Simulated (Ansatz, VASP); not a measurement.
# One calculation of TaN, two programs

The input POSCAR:

```
TaN
1.0
    2.9379988584      0.0000000000      0.0000000000
   -1.4689994292      2.5443816477      0.0000000000
    0.0000000000      0.0000000000      2.8830000000
Ta N
1 1
Direct
    0.3333333333      0.6666666667      0.5000000000
    0.0000000000      0.0000000000      0.0000000000
```

Contents of INCAR.step1:

```
ALGO     = Normal         # electronic algorithm
EDIFF    = 1E-4           # SCF threshold, eV
ENCUT    = 520            # plane-wave cutoff, eV
GGA      = PE             # functional
ISMEAR   = 0              # smearing method
LASPH    = T              # aspherical terms in the spheres
LCHARG   = F              # write CHGCAR
LREAL    = F              # projectors in reciprocal space
LWAVE    = T              # write WAVECAR
NBANDS   = 15             # bands
NELM     = 80             # most SCF steps
PREC     = Accurate       # precision mode
SIGMA    = 0.15           # smearing width, eV
```

Contents of INCAR.step2:

```
ALGO     = Normal         # electronic algorithm
EDIFF    = 1E-7           # SCF threshold, eV
ENCUT    = 520            # plane-wave cutoff, eV
ISIF     = 2              # what is computed and relaxed
ISMEAR   = 0              # smearing method
ISTART   = 1            
LASPH    = T              # aspherical terms in the spheres
LCHARG   = F              # write CHGCAR
LMIXTAU  = T            
LREAL    = F              # projectors in reciprocal space
LWAVE    = F              # write WAVECAR
METAGGA  = R2SCAN         # meta-GGA
NBANDS   = 15             # bands
NELM     = 80             # most SCF steps
PREC     = Accurate       # precision mode
SIGMA    = 0.15           # smearing width, eV
```

File KPOINTS:

```
k-points
0
Gamma
  18 18 16
```

Input for Ansatz:

```yaml
crystal:
  lattice:
    - [2.9379988584, 0.0, 0.0]
    - [-1.4689994292, 2.5443816477, 0.0]
    - [0.0, 0.0, 2.883]
  atoms:
    - { symbol: Ta, position: [0.3333333333, 0.6666666667, 0.5] }
    - { symbol: "N", position: [0.0, 0.0, 0.0] }
basis:
  ecutwfc: 500
kpoints:
  mp_grid: { grid: [18, 18, 16] }
hamiltonian:
  xc: r2scan
scf:
  occupations: { method: gaussian, width: 0.15 }
output:
  forces: true
  stress: true
  eigenvalues: true
```

Alike in both runs: task single point; functional r2SCAN; k mesh 18 × 18 × 16; occupations gaussian, width 0.15 eV; no spin polarisation.

```csv
,VASP,Ansatz
version,VASP 6.6.1,Ansatz 0.2.0
potentials or method,"VASP PAW PBE potentials, release 64 (Ta_pv, N), cutoff 520 eV","scalar-relativistic, plane waves, PAW"
valence electrons in the cell,16,18
```

VASP gave:

* gap on the k mesh at the Fermi level (eV): none
* pressure (GPa): 1.4
* traceless stress, the component that is largest in VASP (GPa): 0.67

What did Ansatz give for the same quantities?

gap on the k mesh at the Fermi level (eV): none; pressure (GPa): -0.2; traceless stress, the component that is largest in VASP (GPa): 0.51.

VASP's potentials were made for PBE, not for r2SCAN. A gap of «none» marks a metal or a gap that the smearing closes. VASP's potentials hold 16 valence electrons a cell and Ansatz's 18, so a difference there can come from the potentials and not from the codes.

Spin-orbit coupling is off throughout.
